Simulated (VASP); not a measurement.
Here is a VASP 6.6.1 calculation.

File INCAR:

```
SYSTEM = MgO
  PREC = Accurate
  ENCUT = 600
  EDIFF = 1E-6
  ISMEAR = 0
  SIGMA = 0.1
  LREAL = .FALSE.
  LASPH = .TRUE.
  NELM = 120
  ALGO = Normal
  ISIF = 2
  LWAVE = .FALSE.
  LCHARG = .FALSE.
  GGA = PS
  NBANDS = 11
  GGA_COMPAT = .FALSE.
```

File KPOINTS:

```
regular mesh
0
G
  8 8 8
  0 0 0
```

The input POSCAR:

```
MgO
1.0
    0.0000000000      2.0288630424      2.0288630424
    2.0288630424      0.0000000000      2.0288630424
    2.0288630424      2.0288630424      0.0000000000
Mg O
1 1
Direct
    0.0000000000      0.0000000000      0.0000000000
    0.5000000000      0.5000000000      0.5000000000
```

Potentials or basis: VASP PAW PBE potentials, release 64 (Mg, O).

Launch:

```bash
$ cat potpaw_PBE.64/Mg/POTCAR potpaw_PBE.64/O/POTCAR > POTCAR
$ mpirun -np 1 vasp_std > vasp.out
```

(1) Predict the pressure.

(2) Predict the band gap on the k mesh.

Results:

(1) 22.1 GPa.

(2) 5.80 eV, direct.

Caveat: the PAW data sets were made with another functional, which shifts forces and pressure a little.
